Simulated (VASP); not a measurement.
Wanted: the native input for a VASP 6.6.1 run.

```
Task                   : single point
Functional             : PBEsol
Potentials or basis    : VASP PAW PBE potentials, release 64 (Sn_d)
Cutoff                 : 520 eV
k mesh                 : 16 × 16 × 16
Occupations            : gaussian, width 0.15 eV
Spin                   : no spin polarisation
Dipole correction      : no
Further INCAR settings : ALGO = Fast; EDIFF = 1e-07; NBANDS = 21
```

The structure of Sn lies in POSCAR:

```
Sn
1.0
   -2.8225348371      2.8225348371      1.4713578298
    2.8225348371     -2.8225348371      1.4713578298
    2.8225348371      2.8225348371     -1.4713578298
Sn
2
Direct
    0.7500000000      0.2500000000      0.5000000000
    0.0000000000      0.0000000000      0.0000000000
```

This cell differs from its parent crystal: strain -0.040 along x and y, -0.080 along z.

One way to write it, as run:

INCAR

```
PREC = Accurate
ENCUT = 520
EDIFF = 1E-7
ISMEAR = 0
SIGMA = 0.15
LREAL = F
LASPH = T
NELM = 100
ALGO = Fast
ISIF = 2
LWAVE = F
LCHARG = F
GGA = PS
NBANDS = 21
```

KPOINTS

```
regular mesh
0
Gamma
  16 16 16
```

Potentials or basis: VASP PAW PBE potentials, release 64 (Sn_d).

Command:

```console
$ cat potpaw_PBE.64/Sn_d/POTCAR > POTCAR
$ mpirun -np 1 vasp_std > vasp.out
```

Results of the run:

The pressure is 10.8 GPa. The band gap on the k mesh is zero (bands 14 and 15 overlap by 4.82 eV).

Caveat: the cell differs from its parent crystal (strain -0.040 along x and y, -0.080 along z); the cell stands under pressure; the PAW data sets were made with another functional, which shifts forces and pressure a little; spin-orbit coupling is left out, which moves the levels of the heavy elements.

Run time: 3.4 min on 1 thread of AMD EPYC 9R45 96-Core Processor (Zen 5) (shared host), peak memory 0.36 GiB.
